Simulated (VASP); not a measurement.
Input of a VASP 6.6.1 run:

The input POSCAR:

```
MgS
1.0
    0.0000000000      2.6146582500      2.6146582500
    2.6146582500      0.0000000000      2.6146582500
    2.6146582500      2.6146582500      0.0000000000
Mg S
1 1
Direct
    0.0000000000      0.0000000000      0.0000000000
    0.5000000000      0.5000000000      0.5000000000
```

INCAR.step1

```
PREC = Accurate ; ENCUT = 660
ISMEAR = 0 ; SIGMA = 0.01
LREAL = False ; LASPH = True
NELM = 120 ; NBANDS = 11
GGA = PE ; ALGO = Normal
EDIFF = 1E-5 ; LWAVE = True
LCHARG = False ; GGA_COMPAT = False
```

File INCAR.step2:

```
PREC = Accurate ; ENCUT = 660
EDIFF = 1E-6 ; ISMEAR = 0
SIGMA = 0.01 ; LREAL = False
LASPH = True ; NELM = 120
ALGO = Normal ; ISIF = 2
LWAVE = False ; LCHARG = False
METAGGA = R2SCAN ; LMIXTAU = True
NBANDS = 11 ; ISTART = 1
GGA_COMPAT = False
```

File KPOINTS:

```
Automatic mesh
0
Gamma
  8 8 8
```

Potentials or basis: VASP PAW PBE potentials, release 64 (Mg, S).

Run with:

```sh
$ cat potpaw_PBE.64/Mg/POTCAR potpaw_PBE.64/S/POTCAR > POTCAR
$ cp INCAR.step1 INCAR
$ mpirun -np 1 vasp_std > vasp.out
$ cp INCAR.step2 INCAR
$ mpirun -np 1 vasp_std > vasp.out
```

Q: Estimate the band gap on the k mesh.

A: 3.40 eV (least direct gap 4.49 eV).

Q: Estimate the pressure.

A: -1.6 GPa.

Caveat: the PAW data sets were made with another functional, which shifts forces and pressure a little. r2SCAN opens gaps a little over a GGA but as a rule still falls short of measured ones.
